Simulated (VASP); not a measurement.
The system is Au.

```
Au
1.0
     2.74841    0.00000    0.00000
     0.00000    2.74841    0.00000
     0.00000    0.00000    2.74841
Au
1
Cartesian
  1.3742 1.3742 1.3742
```

This isn't the form of Au at room conditions, which is fcc.

- Program: VASP 6.6.1
- Task: relaxation of cell and atoms
- Functional: PBEsol
- Dispersion: D4
- Potentials or basis: VASP PAW PBE potentials, release 64 (Au)
- Cutoff: 600 eV
- k mesh: 10 × 10 × 10
- Occupations: fermi-dirac, width 0.05 eV
- Spin: no spin polarisation

At the start: pressure -8.8 GPa; volume 20.76 Å³/atom.

Task: Where does the relaxation end?

Result: Over 4 steps the energy falls by 48.7 meV/atom and the volume is 19.14 Å³/atom (-7.8 %); space group Pm-3m (No. 221, to 0.1 Å) before and after.

Step by step:
```tsv
step	energy change (eV)	largest force (eV/Å)	pressure (GPa)	volume (Å³)
1	0.0000	0.0000	-8.82	20.76
2	0.0245	0.0000	16.10	17.51
3	-0.0486	0.0000	-0.27	19.17
4	-0.0487	0.0000	-0.04	19.14
```

Final structure:
```cif
data_structure
_symmetry_space_group_name_H-M 'P 1'
_symmetry_Int_Tables_number 1
_cell_length_a 2.6748
_cell_length_b 2.6748
_cell_length_c 2.6748
_cell_angle_alpha 90.000
_cell_angle_beta 90.000
_cell_angle_gamma 90.000
_cell_volume 19.14
loop_
_atom_site_label
_atom_site_type_symbol
_atom_site_fract_x
_atom_site_fract_y
_atom_site_fract_z
_atom_site_occupancy
Au1 Au 0.50000 0.50000 0.50000 1
```

Caveat: the PAW data sets were made with another functional, which shifts forces and pressure a little.
